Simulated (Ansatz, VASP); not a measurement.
Two plane-wave programs on SrTiO3

INCAR

```
PREC = Accurate
ENCUT = 520
EDIFF = 1E-6
ISMEAR = -1
SIGMA = 0.02
LREAL = False
LASPH = True
NELM = 60
ALGO = Normal
ISIF = 2
LWAVE = False
LCHARG = False
GGA = PE
NBANDS = 28
```

Contents of KPOINTS:

```
Automatic mesh
0
Gamma
  6 6 6
```

The input POSCAR:

```
SrTiO3
1.0
    3.9068515030      0.0000000000      0.0000000000
    0.0000000000      3.9068515030      0.0000000000
    0.0000000000      0.0000000000      3.9068515030
Sr Ti O
1 1 3
Direct
    0.0000000000      0.0000000000      0.0000000000
    0.5000000000      0.5000000000      0.5000000000
    0.5000000000      0.0000000000      0.5000000000
    0.5000000000      0.5000000000      0.0000000000
    0.0000000000      0.5000000000      0.5000000000
```

Input for Ansatz:

```yaml
crystal:
  lattice:
    - [3.906851503, 0.0, 0.0]
    - [0.0, 3.906851503, 0.0]
    - [0.0, 0.0, 3.906851503]
  atoms:
    - { symbol: Sr, position: [0.0, 0.0, 0.0] }
    - { symbol: Ti, position: [0.5, 0.5, 0.5] }
    - { symbol: O, position: [0.5, 0.0, 0.5] }
    - { symbol: O, position: [0.5, 0.5, 0.0] }
    - { symbol: O, position: [0.0, 0.5, 0.5] }
kpoints:
  mp_grid: { grid: [6, 6, 6] }
  band_path:
    path: [[0.0, 0.0, 0.0], [0.0, 0.5, 0.0], [0.5, 0.5, 0.0], [0.5, 0.5, 0.5]]
    npoints: 1
hamiltonian:
  xc: pbe
scf:
  occupations: { method: fermi_dirac, width: 0.02 }
  n_extra_bands: 5
output:
  forces: true
  stress: true
  eigenvalues: true
```

Alike in both runs: task single point; functional PBE; k mesh 6 × 6 × 6; occupations fermi-dirac, width 0.02 eV; no spin polarisation.

```csv
,VASP,Ansatz
version,VASP 6.6.1,Ansatz 0.2.0
potentials or method,"VASP PAW PBE potentials, release 64 (Sr_sv, Ti_sv, O)","plane waves, PAW"
plane-wave cutoff (eV),520,420
valence electrons in the cell,40,40
```

Ansatz gave:

```
gap on the k mesh at the Fermi level (eV) : 1.88
pressure (GPa)                            : 4.1
```

Question: What did VASP give for the same quantities?

Answer: gap on the k mesh at the Fermi level (eV): 1.85; pressure (GPa): 4.7.
